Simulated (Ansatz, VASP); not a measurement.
## Mg2Te3O in VASP and in Ansatz

```
Mg Te O
1.0
     3.76099   -5.93114    0.00000
     3.76099    5.93114    0.00000
     0.00000    0.00000    4.34460
Mg Te O
2 3 1
Direct
  0.72906 0.72906 0.50000
  0.27094 0.27094 0.50000
  0.68307 0.31693 0.50000
  0.31693 0.68307 0.50000
  0.00000 0.00000 0.00000
  0.00000 0.00000 0.50000
```

Alike in both runs: functional PBE; k mesh 8 × 8 × 8; occupations gaussian, width 0.1 eV; no spin polarisation.

Ansatz relaxed the structure, and its values are those at the end. VASP's run is a single point on that final structure, the one shown.

|  | VASP | Ansatz |
| --- | --- | --- |
| version | VASP 6.6.1 | Ansatz 0.2.0 |
| potentials or method | VASP PAW PBE potentials, release 64 (Mg, Te, O), cutoff 520 eV | scalar-relativistic, plane waves, PAW |
| valence electrons in the cell | 28 | 74 |

```tsv
	VASP	Ansatz	Ansatz less VASP
gap on the k mesh at the Fermi level (eV)	none	none	-
pressure (GPa)	-0.1	0.0	+0.09
rms of the force components (eV/Å)	0.006	0.003	-0.0034
```

A gap of «none» marks a metal or a gap that the smearing closes. VASP's potentials hold 28 valence electrons a cell and Ansatz's 74, so a difference there can come from the potentials and not from the codes.

Spin-orbit coupling is off throughout.
